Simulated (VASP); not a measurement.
## MnHg: single point with revPBE

The system is MnHg.

```
CELL_PARAMETERS angstrom
3.31500 0.00000 0.00000
0.00000 3.31500 0.00000
0.00000 0.00000 3.31500
ATOMIC_POSITIONS crystal
Mn 0.50000 0.50000 0.50000
Hg 0.00000 0.00000 0.00000
```

- Program: VASP 6.6.1
- Task: single point
- Functional: revPBE
- Potentials or basis: VASP PAW PBE potentials, release 64 (Mn_pv, Hg)
- Cutoff: 520 eV
- k mesh: 6 × 6 × 6
- Occupations: fermi-dirac, width 0.15 eV
- Spin: collinear spin, ferromagnetic start
- Starting moments: [4.0, 0.0] μB
- Dipole correction: no
- Further INCAR settings: ALGO = Normal; EDIFF = 1e-07; NBANDS = 24

```yaml
Pressure: 3.3 GPa
Net_moment: 3.89 μB per cell
Site_moments: Mn +3.81; Hg -0.06 μB
Valence_electrons_inside_the_program's_atomic_spheres: Mn 11.40; Hg 10.59
```

Levels at points of the mesh, in eV from the Fermi level:
Spin up:
```tsv
k point	band 10	band 11	band 12	band 13	band 14	band 15	band 16	band 17	band 18	band 19
(0.00, 0.00, 0.00)	-2.97	-2.97	-2.11	-2.11	-2.11	4.88	4.88	4.88	8.59	11.11
(0.50, 0.00, 0.00)	-5.04	-3.32	-2.80	-2.80	-2.32	-1.61	10.04	10.04	10.56	11.15
(0.50, 0.50, 0.00)	-2.74	-2.13	-2.13	-2.06	-1.68	-1.68	0.60	2.86	11.77	11.77
(0.50, 0.50, 0.50)	-3.76	-3.76	-2.04	-2.04	0.45	4.10	4.10	4.10	4.50	4.80
```
Spin down:
```
           k point  band 7  band 8  band 9  band 10  band 11  band 12  band 13  band 14  band 15  band 16
(0.00, 0.00, 0.00)   -7.11   -7.11   -7.11     0.34     0.34     1.52     1.52     1.52     5.24     5.24
(0.50, 0.00, 0.00)   -7.47   -7.02   -5.03    -4.46    -0.01     0.47     0.47     1.34     2.06    10.58
(0.50, 0.50, 0.00)   -7.54   -6.57   -3.51    -1.45    -1.45     0.50     1.35     1.35     1.91     3.22
(0.50, 0.50, 0.50)   -6.54   -6.54   -1.56    -1.56    -1.56     0.31     1.94     1.94     5.53     5.53
```

Wall time 17 s on 1 thread of AMD EPYC 9R45 (Zen 5), on a shared host, peak memory 0.15 GiB.

Caveat: the PAW data sets were made with another functional, which shifts forces and pressure a little; spin-orbit coupling is left out, which moves the levels of the heavy elements.
